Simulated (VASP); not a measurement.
Write the native input for VASP 6.6.1 that does the following.

| Item | Value |
| --- | --- |
| Task | single point |
| Functional | PBE |
| Potentials or basis | VASP PAW PBE potentials, release 64 (Si, B) |
| Cutoff | 520 eV |
| k mesh | 9 × 9 × 6 |
| Occupations | gaussian, width 0.1 eV |
| Spin | no spin polarisation |
| Dipole correction | no |
| Further INCAR settings | ALGO = Normal; EDIFF = 1e-06; NBANDS = 10 |

The structure of SiB lies in POSCAR:

```
SiB
1.0
    2.8745579017      0.0000000000      0.0000000000
   -1.4372789509      2.4894401675      0.0000000000
    0.0000000000      0.0000000000      2.9699095174
Si B
1 1
Direct
    0.3333333333      0.6666666667      0.5000000000
    0.0000000000      0.0000000000      0.0000000000
```

The input as run:

INCAR

```
SYSTEM = SiB
PREC = Accurate
ENCUT = 520
EDIFF = 1E-6
ISMEAR = 0
SIGMA = 0.1
LREAL = .False.
LASPH = .True.
NELM = 100
ALGO = Normal
ISIF = 2
LWAVE = .False.
LCHARG = .False.
GGA = PE
NBANDS = 10
```

KPOINTS

```
regular mesh
0
Gamma
  9 9 6
  0 0 0
```

Potentials or basis: VASP PAW PBE potentials, release 64 (Si, B).

Command:

```sh
$ cat potpaw_PBE.64/Si/POTCAR potpaw_PBE.64/B/POTCAR > POTCAR
$ mpirun -np 1 vasp_std > vasp.out
```

Results of the run:

The pressure is 0.2 GPa.

It took 5.9 s on 1 thread of Intel(R) Xeon(R) Platinum 8488C (Sapphire Rapids), on a shared host, peak memory 0.13 GiB.
